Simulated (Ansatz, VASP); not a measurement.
One calculation of Ni, two programs

The input POSCAR:

```
Ni
1.0
    2.4149374515      0.0000000000      0.0000000000
   -1.2074687258      2.0913971816      0.0000000000
    0.0000000000      0.0000000000      4.0177628822
Ni
2
Direct
    0.6666666667      0.3333333333      0.7500000000
    0.3333333333      0.6666666667      0.2500000000
```

File INCAR.step1:

```
PREC     = Accurate       # precision mode
ENCUT    = 520            # plane-wave cutoff, eV
EDIFF    = 1E-5           # SCF threshold, eV
ISMEAR   = -1             # smearing method
SIGMA    = 0.05           # smearing width, eV
LREAL    = F              # projectors in reciprocal space
LASPH    = T              # aspherical terms in the spheres
NELM     = 150            # most SCF steps
ALGO     = Normal         # electronic algorithm
ISIF     = 2              # what is computed and relaxed
LWAVE    = T              # write WAVECAR
LCHARG   = F              # write CHGCAR
ISPIN    = 2              # spin polarisation
MAGMOM   = 1 1            # initial moments
LORBIT   = 11             # projections on sites
LMAXMIX  = 4              # l up to which the mixer works
GGA      = PE             # functional
NBANDS   = 21             # bands
```

INCAR.step2

```
PREC     = Accurate       # precision mode
ENCUT    = 520            # plane-wave cutoff, eV
EDIFF    = 1E-6           # SCF threshold, eV
ISMEAR   = -1             # smearing method
SIGMA    = 0.05           # smearing width, eV
LREAL    = F              # projectors in reciprocal space
LASPH    = T              # aspherical terms in the spheres
NELM     = 150            # most SCF steps
ALGO     = Normal         # electronic algorithm
ISIF     = 2              # what is computed and relaxed
LWAVE    = F              # write WAVECAR
LCHARG   = F              # write CHGCAR
ISPIN    = 2              # spin polarisation
MAGMOM   = 1 1            # initial moments
LORBIT   = 11             # projections on sites
LMAXMIX  = 4              # l up to which the mixer works
GGA      = PE             # functional
LHFCALC  = T              # exact exchange
AEXX     = 0.25           # exact-exchange fraction
PRECFOCK = Normal       
ISTART   = 1            
NBANDS   = 21             # bands
```

Contents of KPOINTS:

```
regular mesh
0
Gamma
  6 6 4
```

input.yaml

```yaml
crystal:
  lattice:
    - [2.4149374515, 0.0, 0.0]
    - [-1.2074687258, 2.0913971816, 0.0]
    - [0.0, 0.0, 4.0177628822]
  atoms:
    - { symbol: Ni, position: [0.6666666667, 0.3333333333, 0.75], spin: 1.0 }
    - { symbol: Ni, position: [0.3333333333, 0.6666666667, 0.25], spin: 1.0 }
hamiltonian:
  xc: pbe0
  pseudopotentials: { kind: paw }
magnetization:
  spin_polarized: true
kpoints:
  mp_grid: { grid: [6, 6, 4] }
scf:
  occupations: { method: fermi_dirac, width: 0.05 }
output:
  forces: true
  stress: true
  eigenvalues: true
```

Alike in both runs: task single point; functional PBE0; k mesh 6 × 6 × 4; occupations fermi-dirac, width 0.05 eV; collinear spin.

|  | VASP | Ansatz |
| --- | --- | --- |
| version | VASP 6.6.1 | Ansatz 0.2.0 |
| potentials or method | VASP PAW PBE potentials, release 64 (Ni) | Ansatz PAW |
| plane-wave cutoff (eV) | 520 | 420 |
| valence electrons in the cell | 20 | 36 |

```csv
,VASP,Ansatz,Ansatz less VASP
gap on the k mesh at the Fermi level (eV),none,none,-
pressure (GPa),9.1,9.2,+0.11
"traceless stress, the component that is largest in VASP (GPa)",-4.10,-4.32,-0.219
net moment per atom (μB),0.70,0.72,+0.014
size of the moment on the site where the two differ most (μB),0.72,0.82,+0.101
```

Site moments also hang on the region over which each program counts them. A gap of «none» marks a metal or a gap that the smearing closes. VASP's potentials hold 20 valence electrons a cell and Ansatz's 36, so a difference there can come from the potentials and not from the codes.

The k mesh is coarse, so the values compare programs but aren't converged. Noted on Ansatz's run: the magnetic or orbital state may not be the lowest.
